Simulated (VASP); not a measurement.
# SiNi (P2_1/m) in VASP: further runs

The runs below take SiNi through single point, with PBEsol.

Program: VASP 6.6.1. These are calculated values, not measurements. Logs are shortened: lines on timing, memory, paths and dates and some standing lists are left out, and cuts for length are marked.

## (1) The cell of the first run

Symmetry: P2_1/m, No. 11, monoclinic system. Conventional cell: a = 5.088 Å, b = 3.358 Å, c = 11.161 Å, α = 90.00°, β = 97.86°, γ = 90.00°. Within 3.0 Å of Si (site symmetry m) lie 6 Ni at 2.26 to 2.38 Å and 2 Si at 2.65 Å. Si (site symmetry m) has 6 Ni at 2.26 to 2.38 Å and 2 Si at 2.65 Å within 3.0 Å. Si (site symmetry m) has 2 Si at 1.95 Å and 6 Ni at 2.30 to 2.41 Å within 2.6 Å. Within 3.0 Å of Si (site symmetry m) lie 6 Ni at 2.26 to 2.38 Å and 2 Si at 2.65 Å. Ni (site symmetry m) has 6 Si at 2.26 to 2.38 Å and 4 Ni at 2.64 to 2.67 Å within 3.0 Å. Within 3.0 Å of Ni (site symmetry m) lie 6 Si at 2.26 to 2.38 Å and 4 Ni at 2.64 to 2.67 Å. Within 3.0 Å of Ni (site symmetry m) lie 6 Si at 2.30 to 2.41 Å and 2 Ni at 2.64 Å. Within 3.0 Å of Ni (site symmetry m) lie 6 Si at 2.26 to 2.38 Å and 4 Ni at 2.64 to 2.67 Å.

## (2) Single point, PBEsol (the part above a cut slid along it)

File INCAR:

```
SYSTEM = SiNi
ALGO = Fast
EDIFF = 1E-6
ENCUT = 520
GGA = PS
ISIF = 2
ISMEAR = 0
LASPH = .True.
LCHARG = .False.
LREAL = Auto
LWAVE = .False.
NBANDS = 70
NELM = 80
PREC = Accurate
SIGMA = 0.15
```

File KPOINTS:

```
k-points
0
Gamma
  8 12 4
  0 0 0
```

File POSCAR:

```
SiNi
1.0
   -5.0878282958      0.0000000000      0.0000000000
    0.0000000000     -3.3577714519      0.0000000000
   -1.5263484887      0.0000000000     11.0556604556
Si Ni
8 8
Direct
    0.4405890135      0.2500000000      0.7932777411
    0.5905890135      0.2500000000      0.2932777411
    0.8084443419      0.7500000000      0.0432777411
    0.6584443419      0.7500000000      0.5432777411
   -0.1084443419      0.2500000000      0.9567222589
    0.0415556581      0.2500000000      0.4567222589
    0.2594109865      0.7500000000      0.2067222589
    0.1094109865      0.7500000000      0.7067222589
    0.7375913138      0.7500000000      0.8436931839
    0.8875913138      0.7500000000      0.3436931839
    0.4811927758      0.2500000000      0.0936931839
    0.3311927758      0.2500000000      0.5936931839
    0.2188072242      0.7500000000      0.9063068161
    0.3688072242      0.7500000000      0.4063068161
   -0.0375913138      0.2500000000      0.1563068161
   -0.1875913138      0.2500000000      0.6563068161
```

Potentials or basis: VASP PAW PBE potentials, release 64 (Si, Ni).

On the command line:

```console
cat potpaw_PBE.64/Si/POTCAR potpaw_PBE.64/Ni/POTCAR > POTCAR
mpirun -np 1 vasp_std > vasp.out
```

OUTCAR:

```text
SYSTEM = SiNi
   EDIFF = 1E-6
   ENCUT = 520
   GGA = PS
   ISIF = 2
   ISMEAR = 0
   LASPH = .True.
   LREAL = Auto
   NELM = 80
   PREC = Accurate

 ion  position               nearest neighbor table
   1  0.441  0.250  0.793-  16 2.26  13 2.30  13 2.30  12 2.37   9 2.38   9 2.38   8 2.65   8 2.65
                             5 3.12   5 3.12
   2  0.591  0.250  0.293-  15 2.26  14 2.30  14 2.30  11 2.37  10 2.38  10 2.38   7 2.65   7 2.65
                             6 3.12   6 3.12
   3  0.808  0.750  0.043-   5 1.95   5 1.95  15 2.30  15 2.30   9 2.30  11 2.38  11 2.38  13 2.41
                             7 3.12   7 3.12
   4  0.658  0.750  0.543-  14 2.26  16 2.30  16 2.30  10 2.37  12 2.38  12 2.38   6 2.65   6 2.65
                             8 3.12   8 3.12
   5  0.892  0.250  0.957-   3 1.95   3 1.95   9 2.30   9 2.30  15 2.30  13 2.38  13 2.38  11 2.41
                             1 3.12   1 3.12
   6  0.042  0.250  0.457-  12 2.26  10 2.30  10 2.30  16 2.37  14 2.38  14 2.38   4 2.65   4 2.65
                             2 3.12   2 3.12
   7  0.259  0.750  0.207-  10 2.26  11 2.30  11 2.30  14 2.37  15 2.38  15 2.38   2 2.65   2 2.65
                             3 3.12   3 3.12
   8  0.109  0.750  0.707-   9 2.26  12 2.30  12 2.30  13 2.37  16 2.38  16 2.38   1 2.65   1 2.65
                             4 3.12   4 3.12
   9  0.738  0.750  0.844-   8 2.26   5 2.30   5 2.30   3 2.30   1 2.38   1 2.38  13 2.64  13 2.64
                            16 2.67  16 2.67
  10  0.888  0.750  0.344-   7 2.26   6 2.30   6 2.30   4 2.37   2 2.38   2 2.38  14 2.64  14 2.64
                            15 2.67  15 2.67
  11  0.481  0.250  0.094-   7 2.30   7 2.30   2 2.37   3 2.38   3 2.38   5 2.41  15 2.64  15 2.64

  12  0.331  0.250  0.594-   6 2.26   8 2.30   8 2.30   1 2.37   4 2.38   4 2.38  16 2.64  16 2.64
                            14 2.67  14 2.67
  13  0.219  0.750  0.906-   1 2.30   1 2.30   8 2.37   5 2.38   5 2.38   3 2.41   9 2.64   9 2.64

  14  0.369  0.750  0.406-   4 2.26   2 2.30   2 2.30   7 2.37   6 2.38   6 2.38  10 2.64  10 2.64
                            12 2.67  12 2.67
  15  0.962  0.250  0.156-   2 2.26   3 2.30   3 2.30   5 2.30   7 2.38   7 2.38  11 2.64  11 2.64
                            10 2.67  10 2.67
  16  0.812  0.250  0.656-   1 2.26   4 2.30   4 2.30   6 2.37   8 2.38   8 2.38  12 2.64  12 2.64
                             9 2.67   9 2.67

  LATTYP: Found a simple monoclinic cell.
 ALAT       =     5.0878282958
 B/A-ratio  =     0.6599616293
 C/A-ratio  =     2.1935738729
 COS(beta)  =    -0.1367631169

  Lattice vectors:

 A1 = (  -5.0878282958,   0.0000000000,   0.0000000000)
 A2 = (   0.0000000000,   3.3577714519,   0.0000000000)
 A3 = (   1.5263484887,   0.0000000000, -11.0556604556)

Analysis of symmetry for initial positions (statically):
=====================================================================
 Subroutine PRICEL returns:
 Original cell was already a primitive cell.

 Routine SETGRP: Setting up the symmetry group for a
 simple monoclinic supercell.

 Subroutine GETGRP returns: Found  4 space group operations
 (whereof  1 operations were pure point group operations)
 out of a pool of  4 trial point group operations.

The static configuration has the point symmetry C_1 .
 The point group associated with its full space group is C_2h.

Analysis of symmetry for dynamics (positions and initial velocities):
=====================================================================
 Subroutine PRICEL returns:
 Original cell was already a primitive cell.

 Routine SETGRP: Setting up the symmetry group for a
 simple monoclinic supercell.

 Subroutine GETGRP returns: Found  4 space group operations
 (whereof  1 operations were pure point group operations)
 out of a pool of  4 trial point group operations.

The dynamic configuration has the point symmetry C_1 .
 The point group associated with its full space group is C_2h.

 Subroutine INISYM returns: Found  4 space group operations
 (whereof  1 operations are pure point group operations),
 and found     1 'primitive' translations

----------------------------------------------------------------------------------------

                                     Primitive cell

  volume of cell :     188.8723

  direct lattice vectors                    reciprocal lattice vectors
    -5.087828296  0.000000000  0.000000000    -0.196547513  0.000000000 -0.027135421
     0.000000000 -3.357771452  0.000000000     0.000000000 -0.297816577  0.000000000
    -1.526348489  0.000000000 11.055660456     0.000000000  0.000000000  0.090451403

  length of vectors
     5.087828296  3.357771452 11.160527220     0.198411835  0.297816577  0.090451403

  position of ions in fractional coordinates (direct lattice)
     0.440589014  0.250000000  0.793277741
     0.590589014  0.250000000  0.293277741
     0.808444342  0.750000000  0.043277741
     0.658444342  0.750000000  0.543277741
     0.891555658  0.250000000  0.956722259
     0.041555658  0.250000000  0.456722259
[... 8 lines left out ...]
     0.962408686  0.250000000  0.156306816
     0.812408686  0.250000000  0.656306816

  ion indices of the primitive-cell ions
   primitive index   ion index
                 1           1
                 2           2
                 3           3
                 4           4
                 5           5
                 6           6
[... 8 lines left out ...]
                15          15
                16          16

----------------------------------------------------------------------------------------

 KPOINTS: k-points

Automatic generation of k-mesh.
 Grid dimensions read from file:
 generate k-points for:    8   12    4

 Generating k-lattice:

  Cartesian coordinates                     Fractional coordinates (reciprocal lattice)
    -0.024568439  0.000000000 -0.003391928     0.125000000  0.000000000  0.000000000
     0.000000000 -0.024818048  0.000000000     0.000000000  0.083333333  0.000000000
     0.000000000  0.000000000  0.022612851     0.000000000  0.000000000  0.250000000

  Length of vectors
     0.024801479  0.024818048  0.022612851

  Shift w.r.t. Gamma in fractional coordinates (k-lattice)
     0.000000000  0.000000000  0.000000000

 Subroutine IBZKPT returns following result:
[... 17 lines left out ...]
   number of dos      NEDOS =    301   number of ions     NIONS =     16
   total plane-waves  NPLWV =  94080
   dimension x,y,z NGX =    40 NGY =   28 NGZ =   84
   dimension x,y,z NGXF=    80 NGYF=   56 NGZF=  168
   ions per type =               8   8
   NGX,Y,Z   is equivalent  to a cutoff of  13.07, 13.86, 12.51 a.u.
   NGXF,Y,Z  is equivalent  to a cutoff of  26.14, 27.73, 25.03 a.u.
 SYSTEM =  SiNi
   PREC   = accura    normal or accurate (medium, high low for compatibility)
   ISTART =      0    job   : 0-new  1-cont  2-samecut
   ICHARG =      2    charge: 1-file 2-atom 10-const
   ISPIN  =      1    spin polarized calculation?
   LNONCOLLINEAR =      F non collinear calculations
   LSORBIT =      F    spin-orbit coupling
   LASPH  =      T    aspherical Exc in radial PAW
   ENCUT  =  520.0 eV  38.22 Ry    6.18 a.u.   9.46  6.24 20.75*2*pi/ulx,y,z
   NELM   =     80;   NELMIN=  2; NELMDL= -5     # of ELM steps
   EDIFF  = 0.1E-05   stopping-criterion for ELM
   LREAL  =      T    real-space projection
   EDIFFG = 0.1E-04   stopping-criterion for IOM
   NSW    =      0    number of steps for IOM
   IBRION =     -1    ionic relax: 0-MD 1-quasi-New 2-CG
   NFREE  =      0    steps in history (QN), initial steepest desc. (CG)
   ISIF   =      2    stress and relaxation
   ISYM   =      2    0-nonsym 1-usesym 2-fastsym
   POTIM  = 0.5000    time-step for ionic-motion
   TEBEG  =    0.0;   TEEND  =   0.0 temperature during run
   PSTRESS=    0.0 pullay stress
   NELECT =     112.0000    total number of electrons
   NUPDOWN=      -1.0000    fix difference up-down
   EMIN   =  10.00;   EMAX   =-10.00  energy-range for DOS
   EFERMI =   0.00;   METHOD = LEGACY
   ISMEAR =     0;   SIGMA  =   0.15  broadening in eV -4-tet -1-fermi 0-gaus
   EFERMI_NEDOS =   21; number of points for ismear=-14 and -15
   IALGO  =     68    algorithm
   IMIX   =      4    mixing-type and parameters
     AMIX     =   0.40;   BMIX     =  1.00
     AMIX_MAG =   1.60;   BMIX_MAG =  1.00
  volume/ion in A,a.u.               =      11.80        79.66
  Fermi-wavevector in a.u.,A,eV,Ry     =   1.375386  2.599104 25.737977  1.891688
  Thomas-Fermi vector in A             =   2.500727
   LORBIT       =      0    0 simple, 1 ext, 2 COOP (PROOUT), +10 PAW based schemes
   GGA     = PS    functional components
   LHFCALC =     F    Hartree Fock is set to
   AEXX    =    0.0000 exact exchange contribution
   IVDW    =     0    specifies the selected vdW correction
   LEPSILON=     F    determine dielectric tensor
   LRPA    =     F    only Hartree local field effects (RPA)
 non-spin polarized calculation
 RMM-DIIS sequential band-by-band and
 Gauss-broadening in eV      SIGMA  =   0.15
  energy-cutoff  :      520.00
  volume of cell :      188.87
 maximum number of plane-waves:      5116
 NGX is ok and might be reduce to    40
   NGX = 19   NGY = 13   NGZ = 41

 number of electron     112.0000039 magnetization

 Free energy of the ion-electron system (eV)
  ---------------------------------------------------
  ext. energy  EPLUGINS =         0.00000000
  ---------------------------------------------------
  free energy    TOTEN  =       -99.86091699 eV

  energy without entropy =      -99.79576605  energy(sigma->0) =      -99.82834152

 E-fermi :  10.7396     XC(G=0): -12.4146

 val. band max:       10.7364887885   @ k =   0.3750   0.5000   0.2500
 cond. band min:      10.7411560598   @ k =   0.1250   0.3333   0.2500
 fundamental gap:      0.0046672713
 Fermi energy:        10.7395742878

 k-point     1 :       0.0000    0.0000    0.0000
  band No.  band energies     occupation
      1      -3.4871      2.00000
      2      -1.9692      2.00000
      3      -1.3828      2.00000
      4       0.4509      2.00000
      5       2.1366      2.00000
      6       2.9548      2.00000
[... 60 lines left out ...]
     67      14.9156      0.00000
     68      15.1136      0.00000

 k-point     2 :       0.1250    0.0000    0.0000
  band No.  band energies     occupation
      1      -3.4464      2.00000
      2      -1.9069      2.00000
      3      -1.2933      2.00000
      4       0.3593      2.00000
      5       2.1950      2.00000
      6       2.3321      2.00000
[... 60 lines left out ...]
     67      14.9309      0.00000
     68      15.0056      0.00000

 k-point     3 :       0.2500    0.0000    0.0000
  band No.  band energies     occupation
      1      -3.3420      2.00000
      2      -1.7168      2.00000
      3      -1.0399      2.00000
      4       0.0624      2.00000
      5       1.5388      2.00000
      6       1.8561      2.00000
[... 1480 lines left out ...]
     67      13.9466      0.00000
     68      14.2799      0.00000

 k-point    24 :       0.3750    0.3333    0.0000
  band No.  band energies     occupation
      1      -1.9020      2.00000
      2      -0.0625      2.00000
      3       0.5857      2.00000
      4       0.8246      2.00000
      5       1.7227      2.00000
      6       2.0688      2.00000
[... 60 lines left out ...]
     67      14.1506      0.00000
     68      14.5713      0.00000

 [... further k-points ...]

 [bands above 68 left out]

------------------------ aborting loop because EDIFF is reached ----------------------------------------

  FORCE on cell =-STRESS in cart. coord.  units (eV):
  Direction    XX          YY          ZZ          XY          YZ          ZX
  --------------------------------------------------------------------------------------
  -------------------------------------------------------------------------------------
  Total        0.3196150     24.0704766      8.0354550      0.0000000      0.0000000      1.9530094
  in kB        2.7112498    204.1864889     68.1636414      0.0000000      0.0000000     16.5671054
  external PRESSURE =      91.6871267 kB  Pullay stress =       0.0000000 kB

 VOLUME and BASIS-vectors are now :
 -----------------------------------------------------------------------------
  energy-cutoff  :      520.00
  volume of cell :      188.87
      direct lattice vectors                 reciprocal lattice vectors
    -5.087828296  0.000000000  0.000000000    -0.196547513  0.000000000 -0.027135421
     0.000000000 -3.357771452  0.000000000     0.000000000 -0.297816577  0.000000000
    -1.526348489  0.000000000 11.055660456     0.000000000  0.000000000  0.090451403

 POSITION                                       TOTAL-FORCE (eV/Angst)
 -----------------------------------------------------------------------------------
     -3.45246     -0.83944      8.77021         0.000040      0.000000      0.108484
     -3.45246     -0.83944      3.24238         0.014080      0.000000      0.176898
     -4.17928     -2.51833      0.47846         2.476425      0.000000      7.150778
     -4.17928     -2.51833      6.00629        -0.013538      0.000000     -0.039075
     -5.99637     -0.83944     10.57720        -2.476425      0.000000     -7.150778
     -0.90855     -0.83944      5.04937         0.013538      0.000000      0.039075
[... 8 lines left out ...]
     -5.13515     -0.83944      1.72808        -0.299766      0.000000      0.361996
     -5.13515     -0.83944      7.25591        -0.046665      0.000000      0.033851
 -----------------------------------------------------------------------------------
    total drift:                               -0.000000      0.000000      0.000000

  FREE ENERGIE OF THE ION-ELECTRON SYSTEM (eV)
  ---------------------------------------------------
  free  energy   TOTEN  =       -99.8609169871 eV

  energy  without entropy=      -99.7957660544  energy(sigma->0) =      -99.82834152
```

Run time: 67 min. Hardware: 1 thread of Oxide Virtual Turin-like, shared host; peak memory 0.95 GiB.

Results:

* Free energy: -99.8609 eV
* Pressure: 9.2 GPa
* Largest force: 7.567 eV/Å
* Band gap on the k mesh: zero (bands 56 and 57 overlap by 1.70 eV)

Forces on the atoms (eV/Å):
```
Si   0.000  0.000  0.108
Si   0.014  0.000  0.177
Si   2.476  0.000  7.151
Si  -0.014  0.000 -0.039
Si  -2.476  0.000 -7.151
Si   0.014  0.000  0.039
Si   0.000  0.000 -0.108
Si  -0.014  0.000 -0.177
Ni   0.300  0.000 -0.362
Ni   0.047  0.000 -0.034
Ni   0.077  0.000 -0.118
Ni  -0.021  0.000  0.079
Ni  -0.077  0.000  0.118
Ni   0.021  0.000 -0.079
Ni  -0.300  0.000  0.362
Ni  -0.047  0.000  0.034
```

Levels at points of the mesh, in eV from the Fermi level:
```
           k point  band 53  band 54  band 55  band 56  band 57  band 58  band 59  band 60
(0.00, 0.00, 0.00)    -1.02    -0.60    -0.20     0.10     0.17     0.74     1.42     1.43
(0.50, 0.00, 0.00)    -0.10     0.66     1.02     1.09     1.18     1.58     2.03     2.28
(0.00, 0.50, 0.00)    -1.67    -1.67    -0.96    -0.96    -0.41    -0.41     0.47     0.47
(0.50, 0.50, 0.00)    -1.84    -1.84    -1.42    -1.42    -0.04    -0.04     0.75     0.75
(0.00, 0.00, 0.50)    -0.96    -0.93    -0.53    -0.19     0.32     1.49     1.60     1.95
(0.50, 0.00, 0.50)    -0.60     0.83     1.08     1.11     1.31     1.40     1.84     2.27
(0.00, 0.50, 0.50)    -1.67    -1.67    -0.86    -0.86    -0.26    -0.26     0.11     0.11
(0.50, 0.50, 0.50)    -1.76    -1.76    -1.51    -1.51     0.29     0.29     0.97     0.97
```

Caveat: the cell differs from its parent crystal (the part above a cut slid along it); the stress differs along the axes, from 0 to 20 GPa; the PAW data sets were made with another functional, which shifts forces and pressure a little. Spin polarisation is off, so any magnetic state and its effect on volume and gap are missing.

## (3) Single point, PBEsol (the part above a cut slid along it)

File INCAR:

```
SYSTEM = SiNi
  PREC = Accurate
  ENCUT = 520
  EDIFF = 1E-7
  ISMEAR = 0
  SIGMA = 0.15
  LREAL = Auto
  LASPH = .True.
  NELM = 80
  ALGO = Fast
  ISIF = 2
  LWAVE = .False.
  LCHARG = .False.
  GGA = PS
  NBANDS = 70
```

File KPOINTS:

```
Automatic mesh
0
Gamma
  8 12 4
  0 0 0
```

File POSCAR:

```
SiNi
1.0
   -5.0878282958      0.0000000000      0.0000000000
    0.0000000000     -3.3577714519      0.0000000000
   -4.0702626366      0.0000000000     11.0556604556
Si Ni
8 8
Direct
    0.0439501429      0.2500000000      0.7932777411
    0.4439501429      0.2500000000      0.2932777411
    0.7868054713      0.7500000000      0.0432777411
    0.3868054713      0.7500000000      0.5432777411
   -0.5868054713      0.2500000000      0.9567222589
   -0.1868054713      0.2500000000      0.4567222589
    0.1560498571      0.7500000000      0.2067222589
   -0.2439501429      0.7500000000      0.7067222589
    0.3157447219      0.7500000000      0.8436931839
    0.7157447219      0.7500000000      0.3436931839
    0.4343461839      0.2500000000      0.0936931839
    0.0343461839      0.2500000000      0.5936931839
   -0.2343461839      0.7500000000      0.9063068161
    0.1656538161      0.7500000000      0.4063068161
   -0.1157447219      0.2500000000      0.1563068161
   -0.5157447219      0.2500000000      0.6563068161
```

Potentials or basis: VASP PAW PBE potentials, release 64 (Si, Ni).

On the command line:

```console
cat potpaw_PBE.64/Si/POTCAR potpaw_PBE.64/Ni/POTCAR > POTCAR
mpirun -np 1 vasp_std > vasp.out
```

It took 2.5 h on 1 thread of Oxide Virtual Turin-like, shared host; peak memory 0.96 GiB.

Results (log left out):

- Free energy: -96.3314 eV
- Pressure: 17.2 GPa
- Largest force: 17.241 eV/Å
- Band gap on the k mesh: zero (bands 56 and 57 overlap by 1.98 eV)

Forces on the atoms (eV/Å):
```
Si   -0.380   0.000  -0.055
Si   -0.487   0.000   0.364
Si   -8.179   0.000  15.177
Si   -0.056   0.000   0.028
Si    8.179   0.000 -15.177
Si    0.056   0.000  -0.028
Si    0.380   0.000   0.055
Si    0.487   0.000  -0.364
Ni    0.375   0.000  -0.355
Ni   -0.056   0.000   0.188
Ni   -7.398   0.000  14.656
Ni    0.014   0.000   0.041
Ni    7.398   0.000 -14.656
Ni   -0.014   0.000  -0.041
Ni   -0.375   0.000   0.355
Ni    0.056   0.000  -0.188
```

Stress tensor (GPa, compression positive):
```
  6.34   0.00 -22.51
  0.00   2.99   0.00
-22.51   0.00  42.30
```

Levels at points of the mesh, in eV from the Fermi level:
```
           k point  band 54  band 55  band 56  band 57  band 58  band 59
(0.00, 0.00, 0.00)    -0.69    -0.26    -0.03     0.48     0.80     0.90
(0.50, 0.00, 0.00)     1.12     1.12     1.21     1.35     1.53     2.01
(0.00, 0.50, 0.00)    -1.52    -1.42    -1.42    -0.58    -0.58     0.38
(0.50, 0.50, 0.00)    -1.75    -1.53    -1.53     0.29     0.29     1.27
(0.00, 0.00, 0.50)    -0.53    -0.53    -0.50     0.86     0.95     2.17
(0.50, 0.00, 0.50)     0.68     1.05     1.18     1.41     2.04     2.13
(0.00, 0.50, 0.50)    -1.60    -1.34    -1.34    -0.30    -0.30    -0.05
(0.50, 0.50, 0.50)    -1.67    -1.50    -1.50    -0.12    -0.12     0.85
```

Caveat: the cell differs from its parent crystal (the part above a cut slid along it); the stress differs along the axes, from 3 to 42 GPa; the PAW data sets were made with another functional, which shifts forces and pressure a little.
